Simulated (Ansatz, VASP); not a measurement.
**BN: VASP beside Ansatz**

```xyz
4
Lattice="2.4187 0.0000 0.0000 -1.2093 2.0946 0.0000 0.0000 0.0000 4.3406" Properties=species:S:1:pos:R:3 pbc="T T T"
B     0.0000    1.3964    1.0852
B     1.2093    0.6982    3.2555
N     0.0000    1.3964    3.2555
N     1.2093    0.6982    1.0852
```

Alike in both runs: task single point; functional PBE; k mesh 12 × 12 × 6; occupations gaussian, width 0.02 eV; no spin polarisation.

```csv
,VASP,Ansatz
version,VASP 6.6.1,Ansatz 0.2.0
potentials or method,"VASP PAW PBE potentials, release 64 (B, N), cutoff 520 eV","scalar-relativistic, plane waves, PAW"
valence electrons in the cell,16,16
```

Ansatz gave:

* gap on the k mesh at the Fermi level (eV): 3.48
* least direct gap on the mesh (eV): 4.83

Q: What did VASP give for the same quantities?

A: gap on the k mesh at the Fermi level (eV): 3.47; least direct gap on the mesh (eV): 4.83.
